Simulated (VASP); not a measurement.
Input of a VASP 6.6.1 run:

File INCAR:

```
SYSTEM = GaAs
ALGO = Normal
EDIFF = 1E-7
ENCUT = 520
GGA = PE
ISIF = 2
ISMEAR = 0
ISPIN = 2
KPAR = 2
LASPH = .TRUE.
LCHARG = .FALSE.
LORBIT = 11
LREAL = .FALSE.
LWAVE = .FALSE.
MAGMOM = 0.3 0.3 0.3 0.3 0.3 0.3 0.3 0.3
NBANDS = 50
NCORE = 2
NELM = 150
PREC = Accurate
SIGMA = 0.05
```

KPOINTS

```
k-points
0
G
  1 1 10
  0 0 0
```

The input POSCAR:

```
GaAs
1.0
   13.3000000000      0.0000000000      0.0000000000
    0.0000000000     15.0000000000      0.0000000000
    0.0000000000      0.0000000000      5.7453845603
Ga As
4 4
Direct
    0.6619939256      0.5000000000      0.0000000000
    0.4460020248      0.5000000000      0.5000000000
    0.4460020248      0.3084871813      0.0000000000
    0.4460020248      0.6915128187      0.0000000000
    0.3380060744      0.5957564093      0.7500000000
    0.3380060744      0.4042435907      0.2500000000
    0.5539979752      0.5957564093      0.2500000000
    0.5539979752      0.4042435907      0.7500000000
```

Potentials or basis: VASP PAW PBE potentials, release 64 (Ga_d, As).

Run with:

```sh
$ cat potpaw_PBE.64/Ga_d/POTCAR potpaw_PBE.64/As/POTCAR > POTCAR
$ mpirun -np 4 vasp_std > vasp.out
```

(1) Estimate the largest force.

(2) What does it give for the site moments?

## Answers

(1) 0.732 eV/Å.

(2) Ga +0.01, +0.03 (each value once); As +0.28, +0.14 (each value once) μB.
